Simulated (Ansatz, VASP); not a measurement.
SiC in VASP and in Ansatz

Contents of INCAR:

```
PREC = Accurate ; ENCUT = 520
EDIFF = 1E-7 ; ISMEAR = 0
SIGMA = 0.05 ; LREAL = F
LASPH = T ; NELM = 60
ALGO = Normal ; ISIF = 2
LWAVE = F ; LCHARG = T
LELF = T ; LVHAR = T
NBANDS = 16
```

The input KPOINTS:

```
regular mesh
0
Gamma
  12 12 6
```

Contents of POSCAR:

```
SiC
1.0
    3.0759982064      0.0000000000      0.0000000000
   -1.5379991032      2.6638925888      0.0000000000
    0.0000000000      0.0000000000      5.0480000000
Si C
2 2
Direct
    0.3333333333      0.6666666667      0.0059429477
    0.6666666667      0.3333333333      0.4940570523
    0.3333333333      0.6666666667      0.3836440712
    0.6666666667      0.3333333333      0.8863559288
```

Input for Ansatz:

```yaml
crystal:
  lattice:
    - [3.0759982064, 0.0, 0.0]
    - [-1.5379991032, 2.6638925888, 0.0]
    - [0.0, 0.0, 5.048]
  atoms:
    - { symbol: Si, position: [0.3333333333, 0.6666666667, 0.0059429477] }
    - { symbol: Si, position: [0.6666666667, 0.3333333333, 0.4940570523] }
    - { symbol: C, position: [0.3333333333, 0.6666666667, 0.3836440712] }
    - { symbol: C, position: [0.6666666667, 0.3333333333, 0.8863559288] }
basis:
  ecutwfc: 420
kpoints:
  mp_grid: { grid: [12, 12, 6] }
hamiltonian:
  xc: lda
scf:
  occupations: { method: gaussian, width: 0.05 }
output:
  forces: true
  stress: true
  eigenvalues: true
```

Change from the starting cell: mode 6 (550.6 1/cm) frozen in, largest displacement +0.030 Å.

Alike in both runs: task single point; functional LDA; k mesh 12 × 12 × 6; occupations gaussian, width 0.05 eV; no spin polarisation.

|  | VASP | Ansatz |
| --- | --- | --- |
| version | VASP 6.6.1 | Ansatz 0.2.0 |
| potentials or method | VASP PAW LDA potentials, release 64 (Si, C), cutoff 520 eV | scalar-relativistic, plane waves, PAW |
| valence electrons in the cell | 16 | 16 |

|  | VASP | Ansatz | Ansatz less VASP |
| --- | --- | --- | --- |
| gap on the k mesh at the Fermi level (eV) | 2.20 | 2.21 | +0.013 |
| least direct gap on the mesh (eV) | 3.94 | 3.95 | +0.009 |
| pressure (GPa) | -3.4 | -3.8 | -0.39 |
| traceless stress, the component that is largest in VASP (GPa) | -2.63 | -2.61 | +0.019 |
| rms of the force components (eV/Å) | 0.554 | 0.554 | -0.0007 |

LDA's correlation is that of Perdew and Zunger in VASP and of Perdew and Wang (1992) in Ansatz. Atom by atom the forces differ by 0.001 eV/Å (rms over components).
